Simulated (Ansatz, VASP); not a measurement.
# CoSi2 in VASP and in Ansatz

INCAR

```
ALGO = Normal
EDIFF = 1E-7
ENCUT = 520
GGA = PS
ISIF = 2
ISMEAR = 0
LASPH = True
LCHARG = False
LREAL = False
LWAVE = False
NBANDS = 16
NELM = 80
PREC = Accurate
SIGMA = 0.15
```

The input KPOINTS:

```
k-points
0
Gamma
  16 16 16
```

File POSCAR:

```
CoSi2
1.0
    0.0000000000      2.6562539604      2.6562539604
    2.6562539604      0.0000000000      2.6562539604
    2.6562539604      2.6562539604      0.0000000000
Co Si
1 2
Direct
    0.0000000000      0.0000000000      0.0000000000
    0.2581508152      0.2581508152      0.2581508152
    0.7418491848      0.7418491848      0.7418491848
```

Input for Ansatz:

```yaml
crystal:
  lattice:
    - [0.0, 2.6562539604, 2.6562539604]
    - [2.6562539604, 0.0, 2.6562539604]
    - [2.6562539604, 2.6562539604, 0.0]
  atoms:
    - { symbol: Co, position: [0.0, 0.0, 0.0] }
    - { symbol: Si, position: [0.2581508152, 0.2581508152, 0.2581508152] }
    - { symbol: Si, position: [0.7418491848, 0.7418491848, 0.7418491848] }
basis:
  ecutwfc: 420
kpoints:
  mp_grid: { grid: [16, 16, 16] }
hamiltonian:
  xc: pbesol
scf:
  occupations: { method: gaussian, width: 0.15 }
output:
  forces: true
  stress: true
  eigenvalues: true
```

Change from the starting cell: mode 4 (341.3 1/cm) frozen in, largest displacement +0.075 Å.

Alike in both runs: task single point; functional PBEsol; k mesh 16 × 16 × 16; occupations gaussian, width 0.15 eV; no spin polarisation.

```csv
,VASP,Ansatz
version,VASP 6.6.1,Ansatz 0.2.0
potentials or method,"VASP PAW PBE potentials, release 64 (Co, Si), cutoff 520 eV","scalar-relativistic, plane waves, PAW"
valence electrons in the cell,17,25
```

|  | VASP | Ansatz | Ansatz less VASP |
| --- | --- | --- | --- |
| gap on the k mesh at the Fermi level (eV) | none | none | - |
| pressure (GPa) | 1.0 | 0.9 | -0.11 |
| traceless stress, the component that is largest in VASP (GPa) | -3.25 | -3.22 | +0.028 |
| rms of the force components (eV/Å) | 0.398 | 0.396 | -0.0019 |

VASP's potentials were made for PBE, not for PBEsol. Atom by atom the forces differ by 0.002 eV/Å (rms over components). A gap of «none» marks a metal or a gap that the smearing closes. VASP's potentials hold 17 valence electrons a cell and Ansatz's 25, so a difference there can come from the potentials and not from the codes.
